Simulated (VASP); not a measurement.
BiO5: single point with PBE

The system is BiO5.

```
Bi O
1.0
    -2.87541    2.87541    2.40912
     2.87541   -2.87541    2.40912
     2.87541    2.87541   -2.40912
Bi O
1 5
Cartesian
  0.0000 0.0000 0.0000
  -0.4575 2.4131 2.4091
  2.4131 0.4575 2.4091
  3.3330 0.4624 0.0000
  0.4624 2.4179 0.0000
  0.0000 0.0000 2.4091
```

* Program: VASP 6.6.1
* Task: single point
* Functional: PBE
* Potentials or basis: VASP PAW PBE potentials, release 64 (Bi_d, O_h)
* Cutoff: 1340 eV
* k mesh: 5 × 5 × 5
* Occupations: gaussian, width 0.2 eV
* Spin: no spin polarisation

| Quantity | Value |
| --- | --- |
| Pressure | -0.1 GPa |
| Largest force | 0.029 eV/Å |
| Band gap on the k mesh | zero (an odd number of electrons rules out a gap without spin polarisation) |

Forces in eV/Å, atoms in the order of the input:
```
Bi   0.000  0.000  0.000
O   -0.022 -0.019  0.000
O   -0.019  0.022  0.000
O    0.022  0.019  0.000
O    0.019 -0.022  0.000
O    0.000  0.000  0.000
```

Stress tensor (GPa, compression positive):
```
-0.31  0.00  0.00
 0.00 -0.31  0.00
 0.00  0.00  0.41
```

Levels at points of the mesh, in eV from the Fermi level:
```tsv
k point	band 19	band 20	band 21	band 22	band 23	band 24	band 25	band 26	band 27	band 28
(0.00, 0.00, 0.00)	-1.03	-1.03	-0.68	-0.46	-0.46	0.39	3.34	3.34	6.24	8.15
```

Run time: 11 min on 1 thread of AMD EPYC 7571 (shared host), peak memory 0.47 GiB.

Caveat: spin-orbit coupling is left out, which moves the levels of the heavy elements; an odd number of electrons without spin polarisation forces a metal; a magnetic or distorted state may lie lower.
